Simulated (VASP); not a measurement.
Here is a VASP 6.6.1 calculation.

The input INCAR:

```
PREC = Accurate
ENCUT = 520
EDIFF = 1E-7
ISMEAR = 0
SIGMA = 0.15
LREAL = False
LASPH = True
NELM = 100
ALGO = Fast
ISIF = 2
LWAVE = False
LCHARG = True
GGA = PE
IVDW = 12
LELF = True
LVHAR = True
NBANDS = 8
```

KPOINTS

```
regular mesh
0
Gamma
  20 20 20
```

File POSCAR:

```
Al
1.0
    0.0000000000      2.0239800000      2.0239800000
    2.0239800000      0.0000000000      2.0239800000
    2.0239800000      2.0239800000      0.0000000000
Al
1
Direct
    0.0000000000      0.0000000000      0.0000000000
```

Potentials or basis: VASP PAW PBE potentials, release 64 (Al).

The run is started by

```bash
$ cat potpaw_PBE.64/Al/POTCAR > POTCAR
$ mpirun -np 1 vasp_std > vasp.out
```

(1) What does it give for the dispersion energy per atom?

(2) Estimate the pressure.

Answers

(1) -0.335 eV.

(2) -3.8 GPa.

Caveat: pairwise dispersion overbinds metals, which lowers pressure and volume.
